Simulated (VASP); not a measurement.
# CoPtO2 (R-3m) in VASP: notebook, part 2 of 2

VASP 6.6.1.

**3. Relaxation of shape and atoms at fixed volume, PBE (volume scaled by 1.040)**

Input file INCAR:

```
  ALGO = Normal
  EDIFF = 1E-6
  EDIFFG = -0.01
  ENCUT = 600
  GGA = PE
  IBRION = 2
  ISIF = 4
  ISMEAR = 0
  LASPH = True
  LCHARG = False
  LREAL = False
  LWAVE = False
  NELM = 60
  NSW = 60
  PREC = Accurate
  SIGMA = 0.05
```

Input file KPOINTS:

```
k-points
0
Gamma
  14 14 14
```

Input file POSCAR:

```
CoPtO2
1.0
    1.4480277184      0.8360191930      6.0296148704
   -1.4480277184      0.8360191930      6.0296148704
    0.0000000000     -1.6720383860      6.0296148704
Co Pt O
1 1 2
Direct
    0.5000000000      0.5000000000      0.5000000000
    0.0000000000      0.0000000000      0.0000000000
    0.8874853175      0.8874853175      0.8874853175
    0.1125146825      0.1125146825      0.1125146825
```

Potentials or basis: VASP PAW PBE potentials, release 64 (Co, Pt, O).

Started as:

```bash
$ cat potpaw_PBE.64/Co/POTCAR potpaw_PBE.64/Pt/POTCAR potpaw_PBE.64/O/POTCAR > POTCAR
$ mpirun -np 1 vasp_std > vasp.out
```

It took 16 min on 1 thread of Intel Xeon 6975P-C (Granite Rapids), shared host; peak memory 0.63 GiB.

The run converged. Its results:

* Free energy: -26.4166 eV
* Energy gained by relaxing: 0.1 meV/atom
* Ionic steps: 4
* Pressure after relaxing: -8.2 GPa

The path:
```csv
step,energy change (eV),largest force (eV/Å),pressure (GPa),volume (Å³)
1,0.0000,0.0064,-8.42,43.80
2,-0.0004,0.0390,-8.21,43.80
3,-0.0004,0.0331,-8.24,43.80
4,-0.0004,0.0010,-8.21,43.80
```

Final structure:
```xyz
4
Lattice="1.4499 0.8371 6.0143 -1.4499 0.8371 6.0143 0.0000 -1.6742 6.0143" Properties=species:S:1:pos:R:3 pbc="T T T"
Co    0.0000    0.0000    9.0215
Pt    0.0000    1.6742   12.0287
O     0.0000    0.0000   16.0111
O     0.0000    0.0000    2.0319
```

Levels at points of the mesh, in eV from the Fermi level:
| k point | band 14 | band 15 | band 16 | band 17 | band 18 | band 19 |
| --- | --- | --- | --- | --- | --- | --- |
| (0.00, 0.00, 0.00) | -1.59 | -1.59 | -1.41 | 1.67 | 1.67 | 2.43 |
| (0.50, 0.00, 0.00) | -1.02 | -0.19 | 0.82 | 1.05 | 1.17 | 2.45 |
| (0.50, 0.50, 0.00) | -1.06 | -0.19 | -0.02 | 1.56 | 1.88 | 2.47 |
| (0.50, 0.50, 0.50) | -0.85 | -0.81 | -0.81 | 1.29 | 1.29 | 3.70 |

Caveat: the cell differs from its parent crystal (volume scaled by 1.040); spin-orbit coupling is left out, which moves the levels of the heavy elements; an odd number of electrons without spin polarisation forces a metal; a magnetic or distorted state may lie lower; the run has no spin polarisation, though such a crystal can be magnetic; semilocal functionals often make such compounds metallic where correlation or magnetic order opens a gap, which also shifts bond lengths.

**4. Relaxation of shape and atoms at fixed volume, PBE (volume scaled by 0.960)**

Input file INCAR:

```
SYSTEM = CoPtO2
ALGO = Normal ; EDIFF = 1E-7
EDIFFG = -0.01 ; ENCUT = 600
GGA = PE ; IBRION = 2
ISIF = 4 ; ISMEAR = 0
LASPH = .TRUE. ; LCHARG = .FALSE.
LREAL = .FALSE. ; LWAVE = .FALSE.
NELM = 100 ; NSW = 60
PREC = Accurate ; SIGMA = 0.05
```

Input file KPOINTS:

```
k-points
0
G
  14 14 14
  0 0 0
```

Input file POSCAR:

```
CoPtO2
1.0
    1.4054842529      0.8114567117      5.9078471341
   -1.4054842529      0.8114567117      5.9078471341
    0.0000000000     -1.6229134235      5.9078471341
Co Pt O
1 1 2
Direct
    0.5000000000      0.5000000000      0.5000000000
    0.0000000000      0.0000000000      0.0000000000
    0.8878374481      0.8878374481      0.8878374481
    0.1121625519      0.1121625519      0.1121625519
```

Started as:

```bash
$ cat potpaw_PBE.64/Co/POTCAR potpaw_PBE.64/Pt/POTCAR potpaw_PBE.64/O/POTCAR > POTCAR
$ mpirun -np 1 vasp_std > vasp.out
```

It took 46 min on 1 thread of Intel Xeon Platinum 8488C (Sapphire Rapids), shared host; peak memory 0.62 GiB.

The run converged. Its results:

| Item | Value |
| --- | --- |
| Free energy | -26.4053 eV |
| Energy gained by relaxing | 0.4 meV/atom |
| Ionic steps | 5 |
| Pressure after relaxing | 10.0 GPa |

The path:
| step | energy change (eV) | largest force (eV/Å) | pressure (GPa) | volume (Å³) |
| --- | --- | --- | --- | --- |
| 1 | 0.0000 | 0.0496 | 10.47 | 40.43 |
| 2 | -0.0013 | 0.0837 | 10.00 | 40.43 |
| 3 | -0.0013 | 0.0790 | 10.07 | 40.43 |
| 4 | -0.0015 | 0.0393 | 9.98 | 40.43 |
| 5 | -0.0015 | 0.0005 | 10.02 | 40.43 |

Final structure:
```
CELL_PARAMETERS angstrom
1.40242 0.80969 5.93369
-1.40242 0.80969 5.93369
0.00000 -1.61938 5.93369
ATOMIC_POSITIONS crystal
Co 0.50000 0.50000 0.50000
Pt 0.00000 0.00000 0.00000
O 0.88811 0.88811 0.88811
O 0.11189 0.11189 0.11189
```

Levels at points of the mesh, in eV from the Fermi level:
| k point | band 12 | band 13 | band 14 | band 15 | band 16 | band 17 | band 18 | band 19 |
| --- | --- | --- | --- | --- | --- | --- | --- | --- |
| (0.00, 0.00, 0.00) | -2.15 | -2.15 | -1.82 | -1.82 | -1.76 | 1.71 | 1.71 | 2.66 |
| (0.50, 0.00, 0.00) | -1.65 | -1.41 | -1.16 | -0.14 | 0.92 | 1.16 | 1.16 | 2.28 |
| (0.50, 0.50, 0.00) | -2.10 | -1.41 | -1.19 | -0.14 | 0.02 | 1.60 | 2.11 | 2.27 |
| (0.50, 0.50, 0.50) | -2.06 | -2.06 | -1.09 | -0.94 | -0.94 | 1.27 | 1.27 | 3.85 |

Caveat: the cell differs from its parent crystal (volume scaled by 0.960); spin-orbit coupling is left out, which moves the levels of the heavy elements; an odd number of electrons without spin polarisation forces a metal; a magnetic or distorted state may lie lower; the run has no spin polarisation, though such a crystal can be magnetic; semilocal functionals often make such compounds metallic where correlation or magnetic order opens a gap, which also shifts bond lengths. Spin polarisation is off, so any magnetic state and its effect on volume and gap are missing.

**5. Relaxation of shape and atoms at fixed volume, PBE (volume scaled by 0.980)**

Input file INCAR:

```
PREC = Accurate ; ENCUT = 600
EDIFF = 1E-6 ; ISMEAR = 0
SIGMA = 0.05 ; LREAL = False
LASPH = True ; NELM = 100
ALGO = Normal ; ISIF = 4
LWAVE = False ; LCHARG = False
GGA = PE ; IBRION = 2
NSW = 60 ; EDIFFG = -0.01
```

Input file KPOINTS:

```
regular mesh
0
Gamma
  14 14 14
```

Input file POSCAR:

```
CoPtO2
1.0
    1.4174333988      0.8183555543      5.9296728976
   -1.4174333988      0.8183555543      5.9296728976
    0.0000000000     -1.6367111087      5.9296728976
Co Pt O
1 1 2
Direct
    0.5000000000      0.5000000000      0.5000000000
    0.0000000000      0.0000000000      0.0000000000
    0.8876551476      0.8876551476      0.8876551476
    0.1123448524      0.1123448524      0.1123448524
```

Started as:

```bash
$ cat potpaw_PBE.64/Co/POTCAR potpaw_PBE.64/Pt/POTCAR potpaw_PBE.64/O/POTCAR > POTCAR
$ mpirun -np 1 vasp_std > vasp.out
```

Run time: 40 min. Hardware: 1 thread of Intel Xeon Platinum 8488C (Sapphire Rapids), shared host; peak memory 0.63 GiB.

The run converged. Its results:

```
Free energy               : -26.4454 eV
Energy gained by relaxing : 0.3 meV/atom
Ionic steps               : 5
Pressure after relaxing   : 4.6 GPa
```

Forces in eV/Å, atoms in the order of the input:
```
Co   0.000  0.000  0.000
Pt   0.000  0.000  0.000
O    0.000  0.000 -0.003
O    0.000  0.000  0.003
```

Step by step:
```tsv
step	energy change (eV)	largest force (eV/Å)	pressure (GPa)	volume (Å³)
1	0.0000	0.0465	5.06	41.27
2	-0.0012	0.0722	4.63	41.27
3	-0.0012	0.0695	4.69	41.27
4	-0.0014	0.0298	4.58	41.27
5	-0.0014	0.0027	4.62	41.27
```

Final structure:
```
CELL_PARAMETERS angstrom
1.41447 0.81664 5.95457
-1.41447 0.81664 5.95457
0.00000 -1.63329 5.95457
ATOMIC_POSITIONS crystal
Co 0.50000 0.50000 0.50000
Pt 0.00000 0.00000 0.00000
O 0.88791 0.88791 0.88791
O 0.11209 0.11209 0.11209
```

Levels at points of the mesh, in eV from the Fermi level:
| k point | band 12 | band 13 | band 14 | band 15 | band 16 | band 17 | band 18 | band 19 |
| --- | --- | --- | --- | --- | --- | --- | --- | --- |
| (0.00, 0.00, 0.00) | -2.07 | -2.07 | -1.76 | -1.76 | -1.67 | 1.70 | 1.70 | 2.59 |
| (0.50, 0.00, 0.00) | -1.60 | -1.37 | -1.13 | -0.16 | 0.89 | 1.12 | 1.17 | 2.32 |
| (0.50, 0.50, 0.00) | -1.99 | -1.36 | -1.16 | -0.16 | 0.01 | 1.59 | 2.05 | 2.32 |
| (0.50, 0.50, 0.50) | -1.98 | -1.98 | -1.03 | -0.91 | -0.91 | 1.28 | 1.28 | 3.81 |

Caveat: the cell differs from its parent crystal (volume scaled by 0.980); spin-orbit coupling is left out, which moves the levels of the heavy elements; an odd number of electrons without spin polarisation forces a metal; a magnetic or distorted state may lie lower; the run has no spin polarisation, though such a crystal can be magnetic; semilocal functionals often make such compounds metallic where correlation or magnetic order opens a gap, which also shifts bond lengths. Spin polarisation is off, so any magnetic state and its effect on volume and gap are missing.

**6. Summary**

| cell | gap on the mesh (eV) | pressure (GPa) |
| --- | --- | --- |
| relaxed from a = 6.234 Å, angles 26.6°, 4 atoms | none | -4.4 |
| relaxed from a = 6.257 Å, angles 26.8°, 4 atoms | none | -8.2 |
| relaxed from a = 6.127 Å, angles 26.5°, 4 atoms | none | 10.0 |
| relaxed from a = 6.151 Å, angles 26.6°, 4 atoms | none | 4.6 |

Alike in all rows: task relaxation of shape and atoms at fixed volume; level PBE; potentials or basis VASP PAW PBE potentials, release 64 (Co, Pt, O); no spin polarisation; k mesh 14 × 14 × 14; cutoff (eV) 600; smearing gaussian 0.05 eV.

Caveats: spin-orbit coupling is left out, which moves the levels of the heavy elements; an odd number of electrons without spin polarisation forces a metal; a magnetic or distorted state may lie lower; the run has no spin polarisation, though such a crystal can be magnetic; semilocal functionals often make such compounds metallic where correlation or magnetic order opens a gap, which also shifts bond lengths.

Absolute energies hang on the potentials; compare differences alone.
